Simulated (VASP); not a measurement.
Set up this calculation in VASP 6.6.1, as the native input.

| Item | Value |
| --- | --- |
| Task | single point |
| Functional | PBE |
| Potentials or basis | VASP PAW PBE potentials, release 64 (In_d, Sb) |
| Cutoff | 520 eV |
| k mesh | 12 × 12 × 12 |
| Occupations | gaussian, width 0.15 eV |
| Spin | no spin polarisation |
| Dipole correction | no |
| Further INCAR settings | ALGO = Normal; EDIFF = 1e-06; NBANDS = 16 |

The structure of InSb lies in POSCAR:

```
InSb
1.0
    0.0000000000      3.2649226382      2.9214246080
    3.0392041475      0.0000000000      2.9214246080
    3.0392041475      3.2649226382      0.0000000000
In Sb
1 1
Direct
    0.0000000000      0.0000000000      0.0000000000
    0.5000000000      0.5000000000      0.5000000000
```

This cell differs from its parent crystal: strain +e along x and -e along y -0.0367, strain +e along z and -e/2 along x and y -0.0500.

One way to write it, as run:

INCAR

```
SYSTEM = InSb
PREC = Accurate
ENCUT = 520
EDIFF = 1E-6
ISMEAR = 0
SIGMA = 0.15
LREAL = .FALSE.
LASPH = .TRUE.
NELM = 80
ALGO = Normal
ISIF = 2
LWAVE = .FALSE.
LCHARG = .FALSE.
GGA = PE
NBANDS = 16
```

KPOINTS

```
regular mesh
0
G
  12 12 12
  0 0 0
```

Potentials or basis: VASP PAW PBE potentials, release 64 (In_d, Sb).

Command:

```sh
$ cat potpaw_PBE.64/In_d/POTCAR potpaw_PBE.64/Sb/POTCAR > POTCAR
$ mpirun -np 1 vasp_std > vasp.out
```

It gave:

```json
{
 "Pressure": "1.1 GPa",
 "Band gap on the k mesh": "zero (bands 9 and 10 overlap by 2.58 eV)"
}
```

Caveat: the cell differs from its parent crystal (strain +e along x and -e along y -0.0367, strain +e along z and -e/2 along x and y -0.0500); spin-orbit coupling is left out, which moves the levels of the heavy elements.

Run time: 5.2 min on 1 thread of Intel Xeon 8259CL, with other jobs on the host, peak memory 0.4 GiB.
